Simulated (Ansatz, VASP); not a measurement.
**In3As: VASP beside Ansatz**

```
In As
1.0
     3.24782    0.00000    0.00000
    -1.62391    2.81270    0.00000
     0.00000    0.00000   11.00307
In As
3 1
Direct
  0.66667 0.33333 0.50000
  0.33333 0.66667 0.23258
  0.33333 0.66667 0.76742
  0.66667 0.33333 0.00000
```

Change from the starting cell: species swapped into the GaAg3 type (P-6m2, No. 187).

Alike in both runs: functional PBE; k mesh 6 × 6 × 2; occupations gaussian, width 0.1 eV; no spin polarisation.

Ansatz relaxed the structure, and its values are those at the end. VASP's run is a single point on that final structure, the one shown.

|  | VASP | Ansatz |
| --- | --- | --- |
| version | VASP 6.6.1 | Ansatz 0.2.0 |
| potentials or method | VASP PAW PBE potentials, release 64 (In_d, As), cutoff 520 eV | scalar-relativistic, plane waves, PAW |
| valence electrons in the cell | 44 | 54 |

Ansatz gave:

| Item | Value |
| --- | --- |
| gap on the k mesh at the Fermi level (eV) | none |
| pressure (GPa) | 0.2 |
| rms of the force components (eV/Å) | 0.010 |

Problem. Estimate VASP's values.

Solution. gap on the k mesh at the Fermi level (eV): none; pressure (GPa): 0.2; rms of the force components (eV/Å): 0.009.

A gap of «none» marks a metal or a gap that the smearing closes. VASP's potentials hold 44 valence electrons a cell and Ansatz's 54, so a difference there can come from the potentials and not from the codes.

The k mesh is coarse, so the values compare programs but aren't converged.
